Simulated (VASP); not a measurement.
LiTi12 (a cell with a defect), 13 atoms in the cell. The cell holds a defect, 13 atoms: a = 5.900 Å, b = 8.850 Å, c = 4.685 Å, α = 90.00°, β = 90.00°, γ = 120.00°. 

* Program: VASP 6.6.1
* Task: single point
* Functional: PBEsol
* Potentials or basis: VASP PAW PBE potentials, release 64 (Ti_sv, Li_sv)
* Cutoff: 520 eV
* k mesh: 2 × 2 × 2
* Occupations: fermi-dirac, width 0.05 eV
* Spin: no spin polarisation
* Dipole correction: no
* Further INCAR settings: ALGO = Normal; EDIFF = 1e-07; NBANDS = 86

Potentials or basis: VASP PAW PBE potentials, release 64 (Ti_sv, Li_sv).

Launch:

```console
$ cat potpaw_PBE.64/Ti_sv/POTCAR potpaw_PBE.64/Li_sv/POTCAR > POTCAR
$ mpirun -np 1 vasp_std > vasp.out
```

Hardware: 1 thread of Intel Xeon 8259CL (shared host).

How long does it take, and how much memory?

Run time: 7.6 min on 1 thread of Intel Xeon 8259CL (shared host), peak memory 0.39 GiB. Counts: scf iterations 24, k points 8.
